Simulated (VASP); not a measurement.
# CdS (R3m) in VASP: single point with r2SCAN

Aim: the single point of CdS with r2SCAN.

All numbers are computed with VASP 6.6.1; they aren't measurements. Logs are shortened: lines on timing, memory, paths and dates and some standing lists are left out, and cuts for length are marked.

**1. The cell of the first run**

It takes space group R3m (No. 160, trigonal). Conventional cell: a = 4.198 Å, b = 4.198 Å, c = 10.090 Å, α = 90.00°, β = 90.00°, γ = 120.00°. Cd (site symmetry 3m) has 4 S at 2.55 to 2.56 Å within 3.4 Å. S (site symmetry 3m) has 4 Cd at 2.55 to 2.56 Å within 3.4 Å.

**2. Single point, r2SCAN, non-collinear spin, zero start, spin-orbit coupling (epitaxial 111 strain +1.0%)**

Contents of POSCAR:

```
CdS
1.0
   -0.0373201694      2.9312868221      2.9312868221
    2.9312868221     -0.0373201694      2.9312868221
    2.9312868221      2.9312868221     -0.0373201694
Cd S
1 1
Direct
   -0.0013720839     -0.0013720839     -0.0013720839
    0.2513720839      0.2513720839      0.2513720839
```

Contents of INCAR.step1:

```
PREC = Accurate
ENCUT = 520
ISMEAR = -1
SIGMA = 0.02
LREAL = False
LASPH = True
NELM = 150
MAGMOM = 0 0 0 0 0 0
LSORBIT = True
GGA_COMPAT = False
NBANDS = 30
GGA = PE
ALGO = Normal
EDIFF = 1E-4
LWAVE = True
LCHARG = False
```

Contents of INCAR.step2:

```
PREC = Accurate
ENCUT = 520
EDIFF = 1E-6
ISMEAR = -1
SIGMA = 0.02
LREAL = False
LASPH = True
NELM = 150
ALGO = Normal
ISIF = 2
LWAVE = False
LCHARG = False
MAGMOM = 0 0 0 0 0 0
LORBIT = 11
LSORBIT = True
GGA_COMPAT = False
LORBMOM = True
METAGGA = R2SCAN
LMIXTAU = True
NBANDS = 30
ISTART = 1
```

Contents of KPOINTS:

```
Automatic mesh
0
Gamma
  8 8 8
```

Potentials or basis: VASP PAW PBE potentials, release 64 (Cd, S).

On the command line:

```sh
cat potpaw_PBE.64/Cd/POTCAR potpaw_PBE.64/S/POTCAR > POTCAR
cp INCAR.step1 INCAR
mpirun -np 1 vasp_ncl > vasp.out
cp INCAR.step2 INCAR
mpirun -np 1 vasp_ncl > vasp.out
```

OUTCAR:

```text
PREC = Accurate
   ENCUT = 520
   EDIFF = 1E-6
   ISMEAR = -1
   LREAL = False
   LASPH = True
   NELM = 150
   ISIF = 2
   LORBIT = 11
   LSORBIT = True
   METAGGA = R2SCAN
   ISTART = 1

 ion  position               nearest neighbor table
   1  0.999  0.999  0.999-   2 2.55   2 2.56   2 2.56   2 2.56
   2  0.251  0.251  0.251-   1 2.55   1 2.56   1 2.56   1 2.56

  LATTYP: Found a trigonal (rhomboedric) cell.
 ALAT       =     4.1456335658
 COS(alpha) =     0.4872288437

  Lattice vectors:

 A1 = (  -0.0373201694,   2.9312868221,   2.9312868221)
 A2 = (   2.9312868221,  -0.0373201694,   2.9312868221)
 A3 = (   2.9312868221,   2.9312868221,  -0.0373201694)

Analysis of symmetry for initial positions (statically):
=====================================================================
 Subroutine PRICEL returns:
 Original cell was already a primitive cell.

 Routine SETGRP: Setting up the symmetry group for a
 trigonal (rhombohedral) supercell.

 Subroutine GETGRP returns: Found  6 space group operations
 (whereof  6 operations were pure point group operations)
 out of a pool of 12 trial point group operations.

The static configuration has the point symmetry C_3v.

Analysis of symmetry for dynamics (positions and initial velocities):
=====================================================================
 Subroutine PRICEL returns:
 Original cell was already a primitive cell.

 Routine SETGRP: Setting up the symmetry group for a
 trigonal (rhombohedral) supercell.

 Subroutine GETGRP returns: Found  6 space group operations
 (whereof  6 operations were pure point group operations)
 out of a pool of 12 trial point group operations.

The dynamic configuration has the point symmetry C_3v.

Analysis of structural, dynamic, and magnetic symmetry:
=====================================================================
 Subroutine PRICEL returns:
 Original cell was already a primitive cell.

 Routine SETGRP: Setting up the symmetry group for a
 trigonal (rhombohedral) supercell.

 Subroutine GETGRP returns: Found  6 space group operations
 (whereof  6 operations were pure point group operations)
 out of a pool of 12 trial point group operations.

The overall configuration has the point symmetry C_3v.

 Subroutine INISYM returns: Found  6 space group operations
 (whereof  6 operations are pure point group operations),
 and found     1 'primitive' translations

----------------------------------------------------------------------------------------

[... 966 lines left out ...]
 -----------------------------------------------------------------------------------
    total drift:                                0.000204      0.000204      0.000204

  FREE ENERGIE OF THE ION-ELECTRON SYSTEM (eV)
  ---------------------------------------------------
  free  energy   TOTEN  =       -29.7116375179 eV

  energy  without entropy=      -29.7116375179  energy(sigma->0) =      -29.71163752

 orbital moment (x)

 # of ion     p       d       tot
 ----------------------------------------
  1         0.000   0.000   0.000
  2         0.000   0.000   0.000
 ----------------------------------------
            0.000   0.000   0.000

 orbital moment (y)

 # of ion     p       d       tot
 ----------------------------------------
  1         0.000  -0.000  -0.000
  2        -0.000   0.000  -0.000
 ----------------------------------------
           -0.000  -0.000  -0.000

 orbital moment (z)

 # of ion     p       d       tot
 ----------------------------------------
  1         0.000   0.000   0.000
  2         0.000   0.000   0.000
 ----------------------------------------
            0.000   0.000   0.000

 Spin-Orbit-Coupling matrix elements

 Ion:    1  E_soc:     -0.0536483
 l=   1
     0.0000000    -0.0021461    -0.0021461
    -0.0021461     0.0000000    -0.0021461
    -0.0021461    -0.0021461     0.0000000
 l=   2
     0.0000000    -0.0013867     0.0000000    -0.0013867    -0.0054085
    -0.0013867     0.0000000    -0.0040564    -0.0013867    -0.0013521
     0.0000000    -0.0040564     0.0000000    -0.0040564     0.0000000
    -0.0013867    -0.0013867    -0.0040564     0.0000000    -0.0013521
    -0.0054085    -0.0013521     0.0000000    -0.0013521     0.0000000
 l=   3
     0.0000000     0.0000000     0.0000000     0.0000000     0.0000000     0.0000000     0.0000000
     0.0000000     0.0000000     0.0000000     0.0000000     0.0000000     0.0000000     0.0000000
     0.0000000     0.0000000     0.0000000     0.0000000     0.0000000     0.0000000     0.0000000
     0.0000000     0.0000000     0.0000000     0.0000000     0.0000000     0.0000000     0.0000000
     0.0000000     0.0000000     0.0000000     0.0000000     0.0000000     0.0000000     0.0000000
     0.0000000     0.0000000     0.0000000     0.0000000     0.0000000     0.0000000     0.0000000
     0.0000000     0.0000000     0.0000000     0.0000000     0.0000000     0.0000000     0.0000000

 Ion:    2  E_soc:     -0.0019682
 l=   1
     0.0000000    -0.0003280    -0.0003280
    -0.0003280     0.0000000    -0.0003280
    -0.0003280    -0.0003280     0.0000000
 l=   2
     0.0000000     0.0000000     0.0000000     0.0000000     0.0000000
     0.0000000     0.0000000     0.0000000     0.0000000     0.0000000
     0.0000000     0.0000000     0.0000000     0.0000000     0.0000000
     0.0000000     0.0000000     0.0000000     0.0000000     0.0000000
     0.0000000     0.0000000     0.0000000     0.0000000     0.0000000
 l=   3
     0.0000000     0.0000000     0.0000000     0.0000000     0.0000000     0.0000000     0.0000000
     0.0000000     0.0000000     0.0000000     0.0000000     0.0000000     0.0000000     0.0000000
     0.0000000     0.0000000     0.0000000     0.0000000     0.0000000     0.0000000     0.0000000
     0.0000000     0.0000000     0.0000000     0.0000000     0.0000000     0.0000000     0.0000000
     0.0000000     0.0000000     0.0000000     0.0000000     0.0000000     0.0000000     0.0000000
     0.0000000     0.0000000     0.0000000     0.0000000     0.0000000     0.0000000     0.0000000
     0.0000000     0.0000000     0.0000000     0.0000000     0.0000000     0.0000000     0.0000000

 total charge

# of ion       s       p       d       tot
------------------------------------------
    1        0.399   0.302   9.581  10.282
    2        1.312   2.417   0.000   3.729
--------------------------------------------------
tot          1.711   2.719   9.581  14.011

 magnetization (x)

# of ion       s       p       d       tot
------------------------------------------
    1       -0.000   0.000   0.000   0.000
    2       -0.000  -0.000   0.000  -0.000
--------------------------------------------------
tot         -0.000   0.000   0.000  -0.000

 magnetization (y)

# of ion       s       p       d       tot
------------------------------------------
    1        0.000   0.000   0.000   0.000
    2        0.000   0.000   0.000   0.000
--------------------------------------------------
tot          0.000   0.000   0.000   0.000

 magnetization (z)

# of ion       s       p       d       tot
------------------------------------------
    1       -0.000   0.000   0.000  -0.000
    2       -0.000   0.000   0.000   0.000
--------------------------------------------------
tot         -0.000   0.000   0.000   0.000
```

Wall time 20 min (1 thread of AMD EPYC 9R45 (Zen 5), shared host); peak memory 0.5 GiB.

What came out:

```
Free energy                                           : -29.7116 eV
Pressure                                              : -0.4 GPa
Largest force                                         : 0.004 eV/Å
Net moment                                            : 0.00 μB per cell
Valence electrons inside the program's atomic spheres : Cd 10.28; S 3.73
```

Forces on the atoms (eV/Å):
```
Cd  -0.002 -0.002 -0.002
S    0.002  0.002  0.002
```

Stress tensor (GPa, compression positive):
```
-0.41  0.34  0.34
 0.34 -0.41  0.34
 0.34  0.34 -0.41
```

Moments on the atoms (μB; x, y, z):
```
Cd  0.00 0.00 0.00
S   0.00 0.00 0.00
```

Caveat: the cell differs from its parent crystal (epitaxial 111 strain +1.0%); the structure was generated, so it needn't be the stable form of CdS; the PAW data sets were made with another functional, which shifts forces and pressure a little.
